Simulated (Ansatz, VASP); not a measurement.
# One calculation of Ni, two programs

```
Ni
1.0
     2.45011    0.00000    0.00000
    -1.22505    2.12186    0.00000
     0.00000    0.00000    4.01269
Ni
2
Direct
  0.33333 0.66667 0.25000
  0.66667 0.33333 0.75000
```

Alike in both runs: functional PBEsol; k mesh 14 × 14 × 7; occupations fermi-dirac, width 0.1 eV; collinear spin.

Ansatz relaxed the structure, and its values are those at the end. VASP's run is a single point on that final structure, the one shown.

|  | VASP | Ansatz |
| --- | --- | --- |
| version | VASP 6.6.1 | Ansatz 0.2.0 |
| potentials or method | VASP PAW PBE potentials, release 64 (Ni), cutoff 520 eV | plane waves, PAW |
| valence electrons in the cell | 20 | 36 |

|  | VASP | Ansatz | Ansatz less VASP |
| --- | --- | --- | --- |
| pressure (GPa) | -0.1 | 0.0 | +0.11 |
| net moment per atom (μB) | 0.60 | 0.62 | +0.017 |
| size of the moment on the site where the two differ most (μB) | 0.61 | 0.65 | +0.043 |

VASP's potentials were made for PBE, not for PBEsol. Site moments also hang on the region over which each program counts them. VASP's potentials hold 20 valence electrons a cell and Ansatz's 36, so a difference there can come from the potentials and not from the codes.
